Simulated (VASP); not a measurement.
**TiO2: single point with LDA**

Crystal: TiO2.

```
Ti O
1.0
     4.46832    0.00000    0.00000
     0.00000    4.46832    0.00000
     0.00000    0.00000    2.54024
Ti O
2 4
Direct
  0.00000 0.00000 0.00000
  0.50000 0.50000 0.50000
  0.30395 0.30395 0.00000
  0.19605 0.80395 0.50000
  0.69605 0.69605 0.00000
  0.80395 0.19605 0.50000
```

| Property | Result |
| --- | --- |
| Program | VASP 6.6.1 |
| Task | single point |
| Functional | LDA |
| Potentials or basis | VASP PAW LDA potentials, release 64 (Ti_sv, O) |
| Cutoff | 520 eV |
| k mesh | 8 × 8 × 10 |
| Occupations | gaussian, width 0.05 eV |
| Spin | no spin polarisation |

| Item | Value |
| --- | --- |
| Pressure | 80.5 GPa |
| Largest force | 2.750 eV/Å |
| Band gap on the k mesh | 2.04 eV (least direct gap 2.05 eV) |

Forces in eV/Å, atoms in the order of the input:
```
Ti   0.000  0.000  0.000
Ti   0.000  0.000  0.000
O   -1.944 -1.944  0.000
O    1.944 -1.944  0.000
O    1.944  1.944  0.000
O   -1.944  1.944  0.000
```

Stress tensor (GPa, compression positive):
```
 54.03   0.00   0.00
  0.00  54.03   0.00
  0.00   0.00 133.40
```

Levels at points of the mesh, in eV from the valence-band top:
```csv
k point,band 22,band 23,band 24,band 25,band 26,band 27
"(0.00, 0.00, 0.00)",-0.54,-0.40,0.00,2.05,2.28,3.82
"(0.50, 0.00, 0.00)",-1.00,-0.80,-0.80,3.04,3.04,4.49
"(0.50, 0.50, 0.00)",-1.18,-0.46,-0.46,2.04,2.04,3.97
"(0.00, 0.00, 0.50)",-2.72,-1.57,-1.57,3.82,3.82,4.64
"(0.50, 0.00, 0.50)",-2.08,-1.22,-1.22,2.37,2.37,5.06
"(0.50, 0.50, 0.50)",-1.52,-0.75,-0.75,3.36,3.36,3.99
```

It took 97 s on 1 thread of AMD EPYC 9R45 96-Core Processor (Zen 5), on a shared host, peak memory 0.2 GiB.

Caveat: the cell stands under pressure; forces of over 1 eV/Å act on the atoms, so gaps and moduli don't describe the material at rest. LDA gaps usually lie below the measured ones, often by a third to a half.
